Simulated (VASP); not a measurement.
**C: single point with r2SCAN**

C:

```
C
1.0
     0.00000    1.78339    1.78339
     1.78339    0.00000    1.78339
     1.78339    1.78339    0.00000
C
2
Direct
  0.50000 0.50000 0.50000
  0.75000 0.75000 0.75000
```

```
Program             : VASP 6.6.1
Task                : single point
Functional          : r2SCAN
Potentials or basis : VASP PAW PBE potentials, release 64 (C)
Cutoff              : 660 eV
k mesh              : 12 × 12 × 12
Occupations         : tetrahedron
Spin                : no spin polarisation
```

| Property | Result |
| --- | --- |
| Pressure | -2.3 GPa |
| Band gap on the k mesh | 4.34 eV, indirect (least direct gap 5.84 eV) |

Levels at points of the mesh, in eV from the valence-band top:
```
           k point  band 1  band 2  band 3  band 4  band 5  band 6  band 7  band 8
(0.00, 0.00, 0.00)  -22.69    0.00    0.00    0.00    5.84    5.84    5.84   13.82
(0.50, 0.00, 0.00)  -16.75  -14.04   -2.98   -2.98    8.88    8.88    9.13   16.70
(0.50, 0.50, 0.00)  -13.59  -13.59   -6.66   -6.66    5.00    5.00   17.87   17.87
```

Wall time 49 s on 1 thread of Intel Xeon 8259CL, on a shared host, peak memory 0.14 GiB.

Caveat: the PAW data sets were made with another functional, which shifts forces and pressure a little. r2SCAN opens gaps a little over a GGA but as a rule still falls short of measured ones.
